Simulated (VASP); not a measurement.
Wanted: the native input for a VASP 6.6.1 run.

```
Task                   : single point
Functional             : PBE
Potentials or basis    : VASP PAW PBE potentials, release 64 (Ge_d)
Cutoff                 : 520 eV
k mesh                 : 14 × 14 × 8
Occupations            : fermi-dirac, width 0.1 eV
Spin                   : no spin polarisation
Dipole correction      : no
Further INCAR settings : ALGO = Normal; EDIFF = 1e-06; NBANDS = 21
```

The structure of Ge lies in POSCAR:

```
Ge
1.0
    2.3941767970      0.0000000000      0.0000000000
   -1.1970883985      2.0734179273      0.0000000000
    0.0000000000      0.0000000000      3.9012072909
Ge
2
Direct
    0.3333333333      0.6666666667      0.2500000000
    0.6666666667      0.3333333333      0.7500000000
```

This isn't the form of Ge at room conditions, which is diamond.

The input as run:

INCAR

```
SYSTEM = Ge
PREC = Accurate
ENCUT = 520
EDIFF = 1E-6
ISMEAR = -1
SIGMA = 0.1
LREAL = .FALSE.
LASPH = .TRUE.
NELM = 80
ALGO = Normal
ISIF = 2
LWAVE = .FALSE.
LCHARG = .TRUE.
GGA = PE
LELF = .TRUE.
LVHAR = .TRUE.
NBANDS = 21
```

KPOINTS

```
Automatic mesh
0
G
  14 14 8
  0 0 0
```

Potentials or basis: VASP PAW PBE potentials, release 64 (Ge_d).

Run with:

```console
$ cat potpaw_PBE.64/Ge_d/POTCAR > POTCAR
$ mpirun -np 1 vasp_std > vasp.out
```

It gave:

| Item | Value |
| --- | --- |
| Pressure | 209.0 GPa |
| Band gap on the k mesh | zero (bands 14 and 15 overlap by 17.43 eV) |

Caveat: the cell stands under pressure.

Wall time 22 s on 1 thread of Intel(R) Xeon(R) 6975P-C (Granite Rapids) (shared host), peak memory 0.15 GiB.
